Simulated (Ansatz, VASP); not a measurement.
**One calculation of Na, two programs**

```
Na
1.0
    -2.11499    2.11499    2.11499
     2.11499   -2.11499    2.11499
     2.11499    2.11499   -2.11499
Na
1
Direct
  0.00000 0.00000 0.00000
```

Alike in both runs: functional r2SCAN; k mesh 14 × 14 × 14; occupations fermi-dirac, width 0.15 eV; no spin polarisation.

Ansatz relaxed the structure, and its values are those at the end. VASP's run is a single point on that final structure, the one shown.

|  | VASP | Ansatz |
| --- | --- | --- |
| version | VASP 6.6.1 | Ansatz 0.2.0 |
| potentials or method | VASP PAW PBE potentials, release 64 (Na_pv), cutoff 520 eV | scalar-relativistic, plane waves, PAW |
| valence electrons in the cell | 7 | 9 |

```csv
,VASP,Ansatz,Ansatz less VASP
gap on the k mesh at the Fermi level (eV),none,none,-
pressure (GPa),0.1,0.0,-0.09
```

VASP's potentials were made for PBE, not for r2SCAN. A gap of «none» marks a metal or a gap that the smearing closes. VASP's potentials hold 7 valence electrons a cell and Ansatz's 9, so a difference there can come from the potentials and not from the codes.
